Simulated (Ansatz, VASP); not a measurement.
## One calculation of Al2O3, two programs

INCAR

```
SYSTEM = Al2O3
ALGO = Normal ; EDIFF = 1E-6
ENCUT = 520 ; GGA = PE
ISIF = 2 ; ISMEAR = -1
LASPH = .True. ; LCHARG = .False.
LREAL = .False. ; LWAVE = .False.
NBANDS = 35 ; NELM = 80
PREC = Accurate ; SIGMA = 0.05
```

Contents of KPOINTS:

```
k-points
0
Gamma
  3 2 4
  0 0 0
```

POSCAR

```
Al2O3
1.0
    4.6137770000      0.0000000000      0.0000000000
    0.0000000000      9.5632790000      0.0000000000
    0.0000000000      0.0000000000      3.1198620000
Al O
4 6
Direct
    0.9829750000      0.8245730000      0.0000000000
    0.0170250000      0.1754270000      0.0000000000
    0.4829750000      0.6754270000      0.5000000000
    0.5170250000      0.3245730000      0.5000000000
    0.5000000000      0.5000000000      0.5000000000
    0.1236350000      0.7530500000      0.5000000000
    0.3763650000      0.2530500000      0.0000000000
    0.6236350000      0.7469500000      0.0000000000
    0.0000000000      0.0000000000      0.0000000000
    0.8763650000      0.2469500000      0.5000000000
```

Contents of input.yaml:

```yaml
crystal:
  lattice:
    - [4.613777, 0.0, 0.0]
    - [0.0, 9.563279, 0.0]
    - [0.0, 0.0, 3.119862]
  atoms:
    - { symbol: Al, position: [0.982975, 0.824573, 0.0] }
    - { symbol: Al, position: [0.017025, 0.175427, 0.0] }
    - { symbol: Al, position: [0.482975, 0.675427, 0.5] }
    - { symbol: Al, position: [0.517025, 0.324573, 0.5] }
    - { symbol: O, position: [0.5, 0.5, 0.5] }
    - { symbol: O, position: [0.123635, 0.75305, 0.5] }
    - { symbol: O, position: [0.376365, 0.25305, 0.0] }
    - { symbol: O, position: [0.623635, 0.74695, 0.0] }
    - { symbol: O, position: [0.0, 0.0, 0.0] }
    - { symbol: O, position: [0.876365, 0.24695, 0.5] }
hamiltonian:
  xc: pbe
  pseudopotentials: { kind: paw }
kpoints:
  mp_grid: { grid: [3, 2, 4] }
scf:
  occupations: { method: fermi_dirac, width: 0.05 }
output:
  forces: true
  stress: true
  eigenvalues: true
```

Alike in both runs: task single point; functional PBE; k mesh 3 × 2 × 4; occupations fermi-dirac, width 0.05 eV; no spin polarisation.

```csv
,VASP,Ansatz
version,VASP 6.6.1,Ansatz 0.2.0
potentials or method,"VASP PAW PBE potentials, release 64 (Al, O)",Ansatz PAW
plane-wave cutoff (eV),520,420
valence electrons in the cell,48,48
```

|  | VASP | Ansatz | Ansatz less VASP |
| --- | --- | --- | --- |
| gap on the k mesh at the Fermi level (eV) | 3.51 | 3.52 | +0.012 |
| least direct gap on the mesh (eV) | 3.51 | 3.52 | +0.012 |
| pressure (GPa) | -0.1 | 0.0 | +0.06 |
| traceless stress, the component that is largest in VASP (GPa) | -3.03 | -2.90 | +0.137 |
| rms of the force components (eV/Å) | 0.074 | 0.071 | -0.0026 |

Atom by atom the forces differ by 0.010 eV/Å (rms over components). The functional is the same, so the differences come from potentials, cutoffs and numerics.

The k mesh is coarse, so the values compare programs but aren't converged. Noted on Ansatz's run: odd divisions of the mesh miss points on the zone boundary, where band edges often lie, so the gap on the mesh can be too wide.
